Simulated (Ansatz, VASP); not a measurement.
## TaN in VASP and in Ansatz

```
Ta N
1.0
     3.03781    0.00000    0.00000
    -1.51890    2.63082    0.00000
     0.00000    0.00000    4.90155
Ta N
2 2
Direct
  0.00000 0.00000 0.00000
  0.00000 0.00000 0.50000
  0.33333 0.66667 0.25000
  0.66667 0.33333 0.75000
```

Change from the starting cell: volume scaled by 0.99.

Alike in both runs: task single point; functional PBEsol; k mesh 9 × 9 × 5; occupations fermi-dirac, width 0.01 eV; no spin polarisation.

```csv
,VASP,Ansatz
version,VASP 6.6.1,Ansatz 0.2.0
potentials or method,"VASP PAW PBE potentials, release 64 (Ta_pv, N), cutoff 520 eV","all-electron LAPW, scalar-relativistic"
```

VASP gave:

```
pressure (GPa)                                                : 55.5
traceless stress, the component that is largest in VASP (GPa) : 58.04
```

Q: Which values does Ansatz return?

A: Pressure (GPa): 53.2; traceless stress, the component that is largest in VASP (GPa): 57.24.

VASP's potentials were made for PBE, not for PBEsol. Both programs put the cell under a high pressure, so it lies far from rest at this level. Ansatz ran all-electron here, and VASP with PAW potentials.

Neither program's run includes spin-orbit coupling.
